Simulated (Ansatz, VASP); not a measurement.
# Sn: VASP beside Ansatz

```
CELL_PARAMETERS angstrom
0.00000 3.23334 3.23334
3.23334 0.00000 3.23334
3.23334 3.23334 0.00000
ATOMIC_POSITIONS crystal
Sn 0.50000 0.50000 0.50000
Sn 0.75000 0.75000 0.75000
```

Alike in both runs: task single point; functional PBEsol; k mesh 7 × 7 × 7; occupations fermi-dirac, width 0.1 eV; no spin polarisation.

|  | VASP | Ansatz |
| --- | --- | --- |
| version | VASP 6.6.1 | Ansatz 0.2.0 |
| potentials or method | VASP PAW PBE potentials, release 64 (Sn_d), cutoff 500 eV | plane waves, PAW |
| valence electrons in the cell | 28 | 28 |

Ansatz gave:

```
pressure (GPa) : 1.6
```

Task: Estimate VASP's values.

Result: Pressure (GPa): 1.5.

VASP's potentials were made for PBE, not for PBEsol. With one functional, cell and mesh, what is left measures potentials, basis and numerics.
